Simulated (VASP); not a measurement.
Input of a VASP 6.6.1 run:

File INCAR:

```
SYSTEM = MoS2
ALGO = Normal ; EDIFF = 1E-6
ENCUT = 520 ; GGA = PS
ISIF = 2 ; ISMEAR = 0
ISYM = 0 ; LASPH = .TRUE.
LCHARG = .TRUE. ; LELF = .TRUE.
LREAL = .FALSE. ; LVHAR = .TRUE.
LWAVE = .FALSE. ; NBANDS = 35
NELM = 60 ; PREC = Accurate
SIGMA = 0.02
```

KPOINTS

```
Automatic mesh
0
Gamma
  12 12 4
  0.5 0.5 0.5
```

The input POSCAR:

```
MoS2
1.0
    3.1414322132      0.0000000000      0.0000000000
   -1.5707161066      2.7205601009      0.0000000000
    0.0000000000      0.0000000000     12.5788195080
Mo S
2 4
Direct
    0.3333333333      0.6666666667      0.2500000000
    0.6666666667      0.3333333333      0.7500000000
    0.3333333333      0.6666666667      0.6260538420
    0.6666666667      0.3333333333      0.1260538420
    0.3333333333      0.6666666667      0.8739461580
    0.6666666667      0.3333333333      0.3739461580
```

Potentials or basis: VASP PAW PBE potentials, release 64 (Mo_sv, S).

Launch:

```bash
$ cat potpaw_PBE.64/Mo_sv/POTCAR potpaw_PBE.64/S/POTCAR > POTCAR
$ mpirun -np 1 vasp_std > vasp.out
```

Question: Estimate the pressure.

Answer: 0.0 GPa.

Question: What does it give for the band gap on the k mesh?

Answer: 1.09 eV (least direct gap 1.87 eV).

Caveat: the PAW data sets were made with another functional, which shifts forces and pressure a little; a shifted mesh leaves out Γ, where band edges can lie; this functional lacks dispersion, which binds layers or chains, so the pressure and a relaxed spacing across them are unreliable.

**The experiment to reproduce.**

“Multiwavelength excitation Raman Scattering Analysis of bulk and 2 dimensional MoS2: Vibrational properties of atomically thin MoS2 layers”, 2015, arxiv:1506.03228 reports, for a bulk crystal of MoS2 at 300 K: band gap 1.3 eV (indirect).

Measured gap of MoS2: 1.3 eV (indirect; 300 K; “Multiwavelength excitation Raman Scattering Analysis of bulk and 2 dimensional MoS2: Vibrational properties of atomically thin MoS2 layers”, 2015, arxiv:1506.03228). This calculation gives 1.09 eV (-0.21 eV). Spin-orbit coupling on Mo is left out. The value is that of PBEsol on a finite k mesh, which can miss the band edges, without temperature or zero-point motion. Semilocal functionals fall short of measured gaps as a rule.
